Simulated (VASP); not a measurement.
PdC18, 19 atoms in the cell. The cell holds a slab with vacuum, 19 atoms: a = 7.398 Å, b = 7.398 Å, c = 11.000 Å, α = 90.00°, β = 90.00°, γ = 120.00°. 

| Item | Value |
| --- | --- |
| Program | VASP 6.6.1 |
| Task | single point |
| Functional | LDA |
| Potentials or basis | VASP PAW LDA potentials, release 64 (C, Pd) |
| Cutoff | 520 eV |
| k mesh | 2 × 2 × 1 |
| Occupations | fermi-dirac, width 0.05 eV |
| Spin | no spin polarisation |
| Dipole correction | no |
| Further INCAR settings | LREAL = Auto; ALGO = Normal; EDIFF = 1e-06; NBANDS = 56 |

Potentials or basis: VASP PAW LDA potentials, release 64 (C, Pd).

The run is started by

```sh
$ cat potpaw_LDA.64/C/POTCAR potpaw_LDA.64/Pd/POTCAR > POTCAR
$ mpirun -np 1 vasp_std > vasp.out
```

Hardware: 1 thread of Oxide Virtual Turin-like Processor, on a shared host.

Task: How long does it take, and how much memory?

Result: Wall time 6.2 min on 1 thread of Oxide Virtual Turin-like Processor (shared host), peak memory 0.38 GiB. Counts: scf iterations 24, k points 4.
